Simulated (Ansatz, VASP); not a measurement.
**H6C2O in VASP and in Ansatz**

```
CELL_PARAMETERS angstrom
7.29363 0.00000 0.00000
0.00000 7.29363 0.00000
0.00000 0.00000 7.29363
ATOMIC_POSITIONS crystal
C 0.87075 0.56034 0.34938
C 0.77161 0.61906 0.17809
C 0.33269 0.62449 0.85533
C 0.17303 0.54116 0.75685
C 0.70748 0.08117 0.25095
C 0.51836 0.15718 0.22794
C 0.81602 0.05687 0.73798
C 0.66756 0.19851 0.75479
O 0.58722 0.65394 0.22111
O 0.23357 0.38373 0.65938
O 0.42628 0.03402 0.10743
O 0.50882 0.13380 0.66899
H 0.54068 0.76026 0.15173
H 0.83836 0.74284 0.12020
H 0.78218 0.50927 0.07211
H 0.01585 0.52880 0.31988
H 0.86522 0.67010 0.45331
H 0.80437 0.43776 0.40877
H 0.14234 0.34949 0.56836
H 0.06326 0.50198 0.85499
H 0.11271 0.64078 0.65946
H 0.28796 0.74350 0.93729
H 0.39733 0.52563 0.94995
H 0.43649 0.67442 0.75738
H 0.29799 0.06937 0.09798
H 0.45199 0.16356 0.36519
H 0.52206 0.29890 0.17051
H 0.79291 0.17294 0.33505
H 0.69763 0.94668 0.31958
H 0.77272 0.06306 0.11549
H 0.41120 0.22738 0.68217
H 0.64122 0.22839 0.90314
H 0.71465 0.32999 0.69139
H 0.94719 0.10752 0.79426
H 0.77683 0.93028 0.81173
H 0.83726 0.02017 0.59269
```

Alike in both runs: functional LDA; k mesh 1 × 1 × 1; occupations fermi-dirac, width 0.05 eV; no spin polarisation.

Ansatz relaxed the structure, and its values are those at the end. VASP's run is a single point on that final structure, the one shown.

|  | VASP | Ansatz |
| --- | --- | --- |
| version | VASP 6.6.1 | Ansatz 0.2.0 |
| potentials or method | VASP PAW LDA potentials, release 64 (C, O, H), cutoff 520 eV | scalar-relativistic, plane waves, PAW |
| valence electrons in the cell | 80 | 80 |

Ansatz gave:

| Property | Result |
| --- | --- |
| rms of the force components (eV/Å) | 0.050 |

Task: Which values does VASP return?

Result: rms of the force components (eV/Å): 0.061.

LDA's correlation is that of Perdew and Zunger in VASP and of Perdew and Wang (1992) in Ansatz.
